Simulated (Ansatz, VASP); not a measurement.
# One calculation of Ta2N, two programs

File INCAR:

```
SYSTEM = Ta2N
PREC     = Accurate       ! precision mode
ENCUT    = 520            ! plane-wave cutoff, eV
EDIFF    = 1E-7           ! SCF threshold, eV
ISMEAR   = 0              ! smearing method
SIGMA    = 0.1            ! smearing width, eV
LREAL    = .FALSE.        ! projectors in reciprocal space
LASPH    = .TRUE.         ! aspherical terms in the spheres
NELM     = 150            ! most SCF steps
ALGO     = Normal         ! electronic algorithm
ISIF     = 2              ! what is computed and relaxed
LWAVE    = .FALSE.        ! write WAVECAR
LCHARG   = .TRUE.         ! write CHGCAR
ISPIN    = 2              ! spin polarisation
MAGMOM   = 1 1 1 1 0 0    ! initial moments
LORBIT   = 11             ! projections on sites
LMAXMIX  = 4              ! l up to which the mixer works
GGA      = PE             ! functional
LELF     = .TRUE.         ! ELF
LVHAR    = .TRUE.       
NBANDS   = 40             ! bands
```

The input KPOINTS:

```
regular mesh
0
G
  6 6 4
  0 0 0
```

POSCAR

```
Ta2N
1.0
    5.1231598700      0.0000000000      0.0000000000
   -2.5615799300      4.4367865900      0.0000000000
    0.0000000000      0.0000000000      4.1874003500
Ta N
4 2
Direct
    0.5000000000      0.0000000000      0.5000000000
    0.0000000000      0.5000000000      0.5000000000
    0.5000000000      0.5000000000      0.5000000000
    0.0000000000      0.0000000000      0.0000000000
    0.3333333300      0.6666666700      0.5000000000
    0.6666666700      0.3333333300      0.5000000000
```

Input for Ansatz:

```yaml
crystal:
  lattice:
    - [5.12315987, 0.0, 0.0]
    - [-2.56157993, 4.43678659, 0.0]
    - [0.0, 0.0, 4.18740035]
  atoms:
    - { symbol: Ta, position: [0.5, 0.0, 0.5], spin: 1.0 }
    - { symbol: Ta, position: [0.0, 0.5, 0.5], spin: 1.0 }
    - { symbol: Ta, position: [0.5, 0.5, 0.5], spin: 1.0 }
    - { symbol: Ta, position: [0.0, 0.0, 0.0], spin: 1.0 }
    - { symbol: "N", position: [0.33333333, 0.66666667, 0.5] }
    - { symbol: "N", position: [0.66666667, 0.33333333, 0.5] }
basis:
  ecutwfc: 420
kpoints:
  mp_grid: { grid: [6, 6, 4] }
hamiltonian:
  xc: pbe
scf:
  occupations: { method: gaussian, width: 0.1 }
  lower_state_search: "off"
output:
  forces: true
  stress: true
  eigenvalues: true
  populations: true
magnetization:
  spin_polarized: true
```

Alike in both runs: task single point; functional PBE; k mesh 6 × 6 × 4; occupations gaussian, width 0.1 eV; collinear spin.

|  | VASP | Ansatz |
| --- | --- | --- |
| version | VASP 6.6.1 | Ansatz 0.2.0 |
| potentials or method | VASP PAW PBE potentials, release 64 (Ta_pv, N), cutoff 520 eV | scalar-relativistic, plane waves, PAW |
| valence electrons in the cell | 54 | 62 |

|  | VASP | Ansatz | Ansatz less VASP |
| --- | --- | --- | --- |
| gap on the k mesh at the Fermi level (eV) | none | none | - |
| net moment per atom (μB) | 0.00 | 0.12 | +0.115 |
| size of the moment on the site where the two differ most (μB) | 0.00 | 0.44 | +0.444 |

The net moments are unlike, so the other rows may belong to different states. Site moments also hang on the region over which each program counts them. A gap of «none» marks a metal or a gap that the smearing closes. VASP's potentials hold 54 valence electrons a cell and Ansatz's 62, so a difference there can come from the potentials and not from the codes.

The k mesh is coarse, so the values compare programs but aren't converged. Neither program's run includes spin-orbit coupling.
